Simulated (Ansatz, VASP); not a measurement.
BeTe: VASP beside Ansatz

INCAR

```
  ALGO = Normal
  EDIFF = 1E-7
  ENCUT = 520
  GGA = PE
  ISIF = 2
  ISMEAR = 0
  LASPH = T
  LCHARG = F
  LREAL = F
  LWAVE = F
  NBANDS = 11
  NELM = 60
  PREC = Accurate
  SIGMA = 0.05
```

KPOINTS

```
k-points
0
Gamma
  10 10 10
```

Contents of POSCAR:

```
BeTe
1.0
    0.0000000000      2.8324841938      2.8324841938
    2.8324841938      0.0000000000      2.8324841938
    2.8324841938      2.8324841938      0.0000000000
Be Te
1 1
Direct
    0.0000000000      0.0000000000      0.0000000000
    0.7500000000      0.7500000000      0.7500000000
```

Input for Ansatz:

```yaml
crystal:
  lattice:
    - [0.0, 2.8324841938, 2.8324841938]
    - [2.8324841938, 0.0, 2.8324841938]
    - [2.8324841938, 2.8324841938, 0.0]
  atoms:
    - { symbol: Be, position: [0.0, 0.0, 0.0] }
    - { symbol: Te, position: [0.75, 0.75, 0.75] }
basis:
  ecutwfc: 420
  ecutrho_ratio: 4
kpoints:
  mp_grid: { grid: [10, 10, 10] }
hamiltonian:
  xc: pbe
scf:
  occupations: { method: gaussian, width: 0.05 }
output:
  forces: true
  stress: true
  eigenvalues: true
```

Alike in both runs: task single point; functional PBE; k mesh 10 × 10 × 10; occupations gaussian, width 0.05 eV; no spin polarisation.

|  | VASP | Ansatz |
| --- | --- | --- |
| version | VASP 6.6.1 | Ansatz 0.2.0 |
| potentials or method | VASP PAW PBE potentials, release 64 (Be, Te), cutoff 520 eV | scalar-relativistic, plane waves, PAW |
| valence electrons in the cell | 8 | 18 |

VASP gave:

* gap on the k mesh at the Fermi level (eV): 2.02
* least direct gap on the mesh (eV): 3.62
* pressure (GPa): 0.1

**Question.** What did Ansatz give for the same quantities?

**Answer.** gap on the k mesh at the Fermi level (eV): 2.03; least direct gap on the mesh (eV): 3.64; pressure (GPa): 0.0.

VASP's potentials hold 8 valence electrons a cell and Ansatz's 18, so a difference there can come from the potentials and not from the codes.

Spin-orbit coupling is off throughout.
